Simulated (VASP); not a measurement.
# SiW (zincblende type) (F-43m) in VASP: density of states with PBE

Aim: the density of states of SiW (zincblende type) with PBE.

Everything below comes from runs of VASP 6.6.1. Logs are shortened: lines on timing, memory, paths and dates and some standing lists are left out, and cuts for length are marked.

## (1) The cell of the first run

Symmetry: F-43m, No. 216, cubic system. The conventional cell has a = 4.115 Å, b = 4.115 Å, c = 4.115 Å, α = 90.00°, β = 90.00°, γ = 90.00°. W (site symmetry -43m) has 4 Si at 1.78 Å within 2.4 Å. Within 2.4 Å of Si (site symmetry -43m) lie 4 W at 1.78 Å.

## (2) Density of states, PBE (volume scaled by 0.4)

POSCAR

```
SiW
1.0
    0.0000000000      2.0572582348      2.0572582348
    2.0572582348      0.0000000000      2.0572582348
    2.0572582348      2.0572582348      0.0000000000
W Si
1 1
Direct
    0.0000000000      0.0000000000      0.0000000000
    0.2500000000      0.2500000000      0.2500000000
```

INCAR.step1

```
SYSTEM = SiW
PREC = Accurate
ENCUT = 520
EDIFF = 1E-7
ISMEAR = -1
SIGMA = 0.08
LREAL = .False.
LASPH = .True.
NELM = 100
ALGO = Normal
ISIF = 2
LWAVE = .False.
LCHARG = .True.
LMAXMIX = 4
GGA = PE
NBANDS = 16
```

KPOINTS.step1

```
regular mesh
0
Gamma
  11 11 11
  0 0 0
```

INCAR.step2

```
SYSTEM = SiW
PREC = Accurate
ENCUT = 520
EDIFF = 1E-7
ISMEAR = -5
SIGMA = 0.08
LREAL = .False.
LASPH = .True.
NELM = 100
ALGO = Normal
ISIF = 2
LWAVE = .False.
LCHARG = .False.
LMAXMIX = 4
GGA = PE
LORBIT = 10
NEDOS = 2001
ICHARG = 11
```

KPOINTS.step2

```
regular mesh
0
Gamma
  17 17 17
  0 0 0
```

Potentials or basis: VASP PAW PBE potentials, release 64 (W_sv, Si).

Launch:

```sh
cat potpaw_PBE.64/W_sv/POTCAR potpaw_PBE.64/Si/POTCAR > POTCAR
cp INCAR.step1 INCAR
cp KPOINTS.step1 KPOINTS
mpirun -np 1 vasp_std > vasp.out
cp INCAR.step2 INCAR
cp KPOINTS.step2 KPOINTS
mpirun -np 1 vasp_std > vasp.out
```

OUTCAR:

```text
SYSTEM = SiW
   PREC = Accurate
   ENCUT = 520
   EDIFF = 1E-7
   ISMEAR = -5
   LREAL = .False.
   LASPH = .True.
   NELM = 100
   ISIF = 2
   GGA = PE
   LORBIT = 10
   ICHARG = 11

 ion  position               nearest neighbor table
   1  0.000  0.000  0.000-   2 1.78   2 1.78   2 1.78   2 1.78
   2  0.250  0.250  0.250-   1 1.78   1 1.78   1 1.78   1 1.78

  LATTYP: Found a face centered cubic cell.
 ALAT       =     4.1145164696

  Lattice vectors:

 A1 = (   0.0000000000,   2.0572582348,   2.0572582348)
 A2 = (   2.0572582348,   0.0000000000,   2.0572582348)
 A3 = (   2.0572582348,   2.0572582348,   0.0000000000)

Analysis of symmetry for initial positions (statically):
=====================================================================
 Subroutine PRICEL returns:
 Original cell was already a primitive cell.

 Routine SETGRP: Setting up the symmetry group for a
 face centered cubic supercell.

 Subroutine GETGRP returns: Found 24 space group operations
 (whereof 24 operations were pure point group operations)
 out of a pool of 48 trial point group operations.

The static configuration has the point symmetry T_d .

Analysis of symmetry for dynamics (positions and initial velocities):
=====================================================================
 Subroutine PRICEL returns:
 Original cell was already a primitive cell.

 Routine SETGRP: Setting up the symmetry group for a
 face centered cubic supercell.

 Subroutine GETGRP returns: Found 24 space group operations
 (whereof 24 operations were pure point group operations)
 out of a pool of 48 trial point group operations.

The dynamic configuration has the point symmetry T_d .

 Subroutine INISYM returns: Found 24 space group operations
 (whereof 24 operations are pure point group operations),
 and found     1 'primitive' translations

----------------------------------------------------------------------------------------

                                     Primitive cell

  volume of cell :      17.4139

  direct lattice vectors                    reciprocal lattice vectors
     0.000000000  2.057258235  2.057258235    -0.243041924  0.243041924  0.243041924
     2.057258235  0.000000000  2.057258235     0.243041924 -0.243041924  0.243041924
     2.057258235  2.057258235  0.000000000     0.243041924  0.243041924 -0.243041924

  length of vectors
     2.909402497  2.909402497  2.909402497     0.420960961  0.420960961  0.420960961

  position of ions in fractional coordinates (direct lattice)
     0.000000000  0.000000000  0.000000000
     0.250000000  0.250000000  0.250000000

  ion indices of the primitive-cell ions
   primitive index   ion index
                 1           1
                 2           2

----------------------------------------------------------------------------------------

 KPOINTS: regular mesh

Automatic generation of k-mesh.
 Grid dimensions read from file:
 generate k-points for:   17   17   17

 Generating k-lattice:

  Cartesian coordinates                     Fractional coordinates (reciprocal lattice)
    -0.014296584  0.014296584  0.014296584     0.058823529  0.000000000  0.000000000
     0.014296584 -0.014296584  0.014296584     0.000000000  0.058823529  0.000000000
     0.014296584  0.014296584 -0.014296584     0.000000000  0.000000000  0.058823529

  Length of vectors
     0.024762409  0.024762409  0.024762409

  Shift w.r.t. Gamma in fractional coordinates (k-lattice)
     0.000000000  0.000000000  0.000000000

 TETIRR: Found    693 inequivalent tetrahedra from    29478

 Subroutine IBZKPT returns following result:
 ===========================================

 Found    165 irreducible k-points:

 Following reciprocal coordinates:
            Coordinates               Weight
  0.000000  0.000000  0.000000      1.000000
  0.058824  0.000000  0.000000      8.000000
  0.117647  0.000000  0.000000      8.000000
  0.176471  0.000000  0.000000      8.000000
  0.235294  0.000000  0.000000      8.000000
  0.294118  0.000000  0.000000      8.000000
[... 16 lines left out ...]
 -0.176471  0.058824  0.000000     24.000000
 -0.117647  0.058824  0.000000     24.000000
 [... further k-points ...]
   k-points           NKPTS =    165   k-points in BZ     NKDIM =    165   number of bands    NBANDS=     13
   number of dos      NEDOS =   2001   number of ions     NIONS =      2
   total plane-waves  NPLWV =  13824
   dimension x,y,z NGX =    24 NGY =   24 NGZ =   24
   dimension x,y,z NGXF=    48 NGYF=   48 NGZF=   48
   ions per type =               1   1
   NGX,Y,Z   is equivalent  to a cutoff of  13.71, 13.71, 13.71 a.u.
   NGXF,Y,Z  is equivalent  to a cutoff of  27.43, 27.43, 27.43 a.u.
 SYSTEM =  SiW
   PREC   = accura    normal or accurate (medium, high low for compatibility)
   ISTART =      0    job   : 0-new  1-cont  2-samecut
   ICHARG =     11    charge: 1-file 2-atom 10-const
   ISPIN  =      1    spin polarized calculation?
   LNONCOLLINEAR =      F non collinear calculations
   LSORBIT =      F    spin-orbit coupling
   LASPH  =      T    aspherical Exc in radial PAW
   ENCUT  =  520.0 eV  38.22 Ry    6.18 a.u.   5.41  5.41  5.41*2*pi/ulx,y,z
   NELM   =    100;   NELMIN=  2; NELMDL=  0     # of ELM steps
   EDIFF  = 0.1E-06   stopping-criterion for ELM
   LREAL  =      F    real-space projection
   EDIFFG = 0.1E-05   stopping-criterion for IOM
   NSW    =      0    number of steps for IOM
   IBRION =     -1    ionic relax: 0-MD 1-quasi-New 2-CG
   NFREE  =      0    steps in history (QN), initial steepest desc. (CG)
   ISIF   =      2    stress and relaxation
   ISYM   =      2    0-nonsym 1-usesym 2-fastsym
   POTIM  = 0.5000    time-step for ionic-motion
   TEBEG  =    0.0;   TEEND  =   0.0 temperature during run
   PSTRESS=    0.0 pullay stress
   NELECT =      18.0000    total number of electrons
   NUPDOWN=      -1.0000    fix difference up-down
   EMIN   =  10.00;   EMAX   =-10.00  energy-range for DOS
   EFERMI =   0.00;   METHOD = LEGACY
   ISMEAR =    -5;   SIGMA  =   0.08  broadening in eV -4-tet -1-fermi 0-gaus
   EFERMI_NEDOS =   21; number of points for ismear=-14 and -15
   IALGO  =     38    algorithm
   IMIX   =      4    mixing-type and parameters
     AMIX     =   0.40;   BMIX     =  1.00
     AMIX_MAG =   1.60;   BMIX_MAG =  1.00
  volume/ion in A,a.u.               =       8.71        58.76
  Fermi-wavevector in a.u.,A,eV,Ry     =   1.655262  3.127992 37.278517  2.739894
  Thomas-Fermi vector in A             =   2.743389
   LORBIT       =     10    0 simple, 1 ext, 2 COOP (PROOUT), +10 PAW based schemes
   GGA     = PE    functional components
   LHFCALC =     F    Hartree Fock is set to
   AEXX    =    0.0000 exact exchange contribution
   IVDW    =     0    specifies the selected vdW correction
   LEPSILON=     F    determine dielectric tensor
   LRPA    =     F    only Hartree local field effects (RPA)
 non-spin polarized calculation
 Fermi weights with tetrahedron method with Bloechl corrections
  energy-cutoff  :      520.00
  volume of cell :       17.41
 maximum number of plane-waves:       489
 NGX is ok and might be reduce to    24

 number of electron      17.9999998 magnetization

 Free energy of the ion-electron system (eV)
  ---------------------------------------------------
  ext. energy  EPLUGINS =         0.00000000
  ---------------------------------------------------
  free energy    TOTEN  =         6.16613820 eV

  energy without entropy =        6.16613820  energy(sigma->0) =        6.16613820

 E-fermi :  18.6987     XC(G=0): -15.1145

 val. band max:       18.7924467877   @ k =  -0.4706   0.2941   0.0588
 cond. band min:      18.7067110270   @ k =   0.4118   0.0000   0.0000
 fundamental gap:     -0.0857357607
 Fermi energy:        18.6987116820

 k-point     1 :       0.0000    0.0000    0.0000
  band No.  band energies     occupation
      1     -54.6002      2.00000
      2     -19.4217      2.00000
      3     -19.4217      2.00000
      4     -19.4217      2.00000
      5       4.3776      2.00000
      6      12.5689      2.00000
      7      12.5689      2.00000
      8      12.5689      2.00000
      9      16.6265      2.00000
     10      16.6265      2.00000
     11      28.1492      0.00000
     12      28.1492      0.00000
     13      28.1492      0.00000

 k-point     2 :       0.0588    0.0000    0.0000
  band No.  band energies     occupation
      1     -54.5964      2.00000
      2     -19.4688      2.00000
      3     -19.4270      2.00000
      4     -19.4270      2.00000
      5       4.5299      2.00000
      6      12.5155      2.00000
      7      12.6379      2.00000
      8      12.6379      2.00000
      9      16.5492      2.00000
     10      16.5492      2.00000
     11      27.8252      0.00000
     12      28.4259      0.00000
     13      28.4259      0.00000

 k-point     3 :       0.1176    0.0000    0.0000
  band No.  band energies     occupation
      1     -54.5854      2.00000
      2     -19.6018      2.00000
      3     -19.4420      2.00000
      4     -19.4420      2.00000
      5       4.9676      2.00000
      6      12.3799      2.00000
      7      12.8190      2.00000
      8      12.8190      2.00000
      9      16.3801      2.00000
     10      16.3801      2.00000
     11      27.0474      0.00000
     12      29.2002      0.00000
     13      29.2002      0.00000

 k-point     4 :       0.1765    0.0000    0.0000
  band No.  band energies     occupation
      1     -54.5686      2.00000
      2     -19.7983      2.00000
      3     -19.4646      2.00000
      4     -19.4646      2.00000
      5       5.6313      2.00000
      6      12.2299      2.00000
      7      13.0267      2.00000
      8      13.0267      2.00000
      9      16.2847      2.00000
     10      16.2847      2.00000
     11      26.0974      0.00000
     12      30.3124      0.00000
     13      30.3124      0.00000

 k-point     5 :       0.2353    0.0000    0.0000
  band No.  band energies     occupation
      1     -54.5484      2.00000
      2     -20.0275      2.00000
      3     -19.4918      2.00000
      4     -19.4918      2.00000
      5       6.4159      2.00000
      6      12.1660      2.00000
      7      13.1303      2.00000
      8      13.1303      2.00000
      9      16.4641      2.00000
     10      16.4641      2.00000
     11      25.1510      0.00000
     12      31.3811      0.00000
     13      31.3967      0.00000
[... 257 lines left out ...]
 k-point    22 :      -0.2353    0.0588    0.0000
  band No.  band energies     occupation
      1     -54.5388      2.00000
      2     -20.1082      2.00000
      3     -19.5476      2.00000
      4     -19.4875      2.00000
      5       6.8011      2.00000
      6      12.0949      2.00000
      7      13.1041      2.00000
      8      13.2318      2.00000
      9      15.9787      2.00000
     10      17.2869      2.00000
     11      25.0524      0.00000
     12      30.2437      0.00000
     13      31.4602      0.00000

 k-point    23 :      -0.1765    0.0588    0.0000
  band No.  band energies     occupation
      1     -54.5593      2.00000
      2     -19.8837      2.00000
      3     -19.5154      2.00000
      4     -19.4607      2.00000
      5       6.0075      2.00000
      6      12.1094      2.00000
      7      13.1277      2.00000
      8      13.1589      2.00000
      9      15.7590      2.00000
     10      16.8311      2.00000
     11      25.9898      0.00000
     12      29.7635      0.00000
     13      31.4791      0.00000

 k-point    24 :      -0.1176    0.0588    0.0000
  band No.  band energies     occupation
      1     -54.5772      2.00000
      2     -19.6817      2.00000
      3     -19.4828      2.00000
      4     -19.4399      2.00000
      5       5.2938      2.00000
      6      12.2464      2.00000
      7      12.9378      2.00000
      8      12.9940      2.00000
      9      15.9191      2.00000
     10      16.6669      2.00000
     11      26.9211      0.00000
     12      28.8690      0.00000
     13      30.2118      0.00000

 [... further k-points ...]
[... 5 lines left out ...]
  --------------------------------------------------------------------------------------
  -------------------------------------------------------------------------------------
  Total       58.9852358     58.9852358     58.9852358      0.0000000      0.0000000      0.0000000
  in kB     5426.9707179   5426.9707179   5426.9707179      0.0000000      0.0000000      0.0000000
  external PRESSURE =    5426.9707179 kB  Pullay stress =       0.0000000 kB

 VOLUME and BASIS-vectors are now :
 -----------------------------------------------------------------------------
  energy-cutoff  :      520.00
  volume of cell :       17.41
      direct lattice vectors                 reciprocal lattice vectors
     0.000000000  2.057258235  2.057258235    -0.243041924  0.243041924  0.243041924
     2.057258235  0.000000000  2.057258235     0.243041924 -0.243041924  0.243041924
     2.057258235  2.057258235  0.000000000     0.243041924  0.243041924 -0.243041924

 POSITION                                       TOTAL-FORCE (eV/Angst)
 -----------------------------------------------------------------------------------
      0.00000      0.00000      0.00000         0.000000      0.000000      0.000000
      1.02863      1.02863      1.02863        -0.000000     -0.000000     -0.000000
 -----------------------------------------------------------------------------------
    total drift:                               -0.000000     -0.000000     -0.000000

  FREE ENERGIE OF THE ION-ELECTRON SYSTEM (eV)
  ---------------------------------------------------
  free  energy   TOTEN  =         6.1661381983 eV

  energy  without entropy=        6.1661381983  energy(sigma->0) =        6.16613820

 total charge

# of ion       s       p       d       tot
------------------------------------------
    1        2.486   6.502   5.811  14.799
    2        1.132   1.658   0.000   2.789
--------------------------------------------------
tot          3.618   8.160   5.811  17.589
```

It took 16 s on 1 thread of Intel Xeon 6975P-C (Granite Rapids), shared host; peak memory 0.16 GiB.

What came out:

```
Valence electrons inside the program's atomic spheres : W 14.80; Si 2.79
```

Levels at points of the mesh, in eV from the Fermi level:
```csv
k point,band 5,band 6,band 7,band 8,band 9,band 10,band 11,band 12,band 13
"(0.00, 0.00, 0.00)",-14.32,-6.13,-6.13,-6.13,-2.07,-2.07,9.45,9.45,9.45
```

Caveat: spin-orbit coupling is left out, which moves the levels of the heavy elements; tetrahedron occupations give inexact forces and stress in metals.
